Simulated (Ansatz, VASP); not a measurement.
Co: VASP and Ansatz over several settings

```
Co
1.0
     2.48692    0.00000    0.00000
    -1.24346    2.15374    0.00000
     0.00000    0.00000    8.14180
Co
4
Direct
  0.66667 0.33333 0.75000
  0.00000 0.00000 0.50000
  0.33333 0.66667 0.25000
  0.00000 0.00000 0.00000
```

Single points on this cell with VASP 6.6.1 and Ansatz 0.2.0. Each row is one pair of runs. Alike in all rows: spin: collinear, typed start; k mesh: 12 × 12 × 4; smearing: fermi-dirac, width 0.05 eV; VASP's potentials, cutoff: VASP PAW PBE potentials, release 64 (Co), 520 eV.

| level | Ansatz's potentials, cutoff | gap on the k mesh at the Fermi level (eV), VASP | gap on the k mesh at the Fermi level (eV), Ansatz | pressure (GPa), VASP | pressure (GPa), Ansatz | net moment per atom (μB), VASP | net moment per atom (μB), Ansatz |
| --- | --- | --- | --- | --- | --- | --- | --- |
| RPBE+D3(BJ) | Ansatz PAW, 420 eV | none | none | -24.5 | -23.8 | 1.67 | 1.68 |
| BLYP+D3(BJ) | Ansatz PAW, 420 eV | none | none | -5.8 | -5.3 | 1.62 | 1.63 |
| r2SCAN | Ansatz PAW, 500 eV | none | ? | -4.6 | ? | 1.77 | ? |

Q: Fill in what Ansatz gave in row 3.

A: gap on the k mesh at the Fermi level (eV): none; pressure (GPa): -4.7; net moment per atom (μB): 1.77.

VASP's potentials hold 36 valence electrons a cell and Ansatz's 68, so a difference there can come from the potentials and not from the codes.

A gap of «none» marks a metal or a gap that the smearing closes.

Noted on Ansatz's runs: the magnetic or orbital state may not be the lowest.
